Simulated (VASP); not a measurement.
A run of VASP 6.6.1 is set up as follows.

The input INCAR:

```
PREC     = Accurate       # precision mode
ENCUT    = 520            # plane-wave cutoff, eV
EDIFF    = 1E-6           # SCF threshold, eV
ISMEAR   = -1             # smearing method
SIGMA    = 0.1            # smearing width, eV
LREAL    = F              # projectors in reciprocal space
LASPH    = T              # aspherical terms in the spheres
NELM     = 100            # most SCF steps
ALGO     = Normal         # electronic algorithm
ISIF     = 2              # what is computed and relaxed
LWAVE    = F              # write WAVECAR
LCHARG   = F              # write CHGCAR
GGA      = RP             # functional
NBANDS   = 13             # bands
```

The input KPOINTS:

```
Automatic mesh
0
Gamma
  11 11 11
```

The input POSCAR:

```
Pb
1.0
    3.2967210868      0.0000000000      0.0000000000
    0.0000000000      3.2967210868      0.0000000000
    0.0000000000      0.0000000000      3.2967210868
Pb
1
Direct
    0.0000000000      0.0000000000      0.0000000000
```

Potentials or basis: VASP PAW PBE potentials, release 64 (Pb_d).

Command:

```console
$ cat potpaw_PBE.64/Pb_d/POTCAR > POTCAR
$ mpirun -np 1 vasp_std > vasp.out
```

Estimate the band gap on the k mesh.

zero (bands 7 and 8 overlap by 6.26 eV).

Predict the pressure.

0.1 GPa.

Caveat: the PAW data sets were made with another functional, which shifts forces and pressure a little; spin-orbit coupling is left out, which moves the levels of the heavy elements.
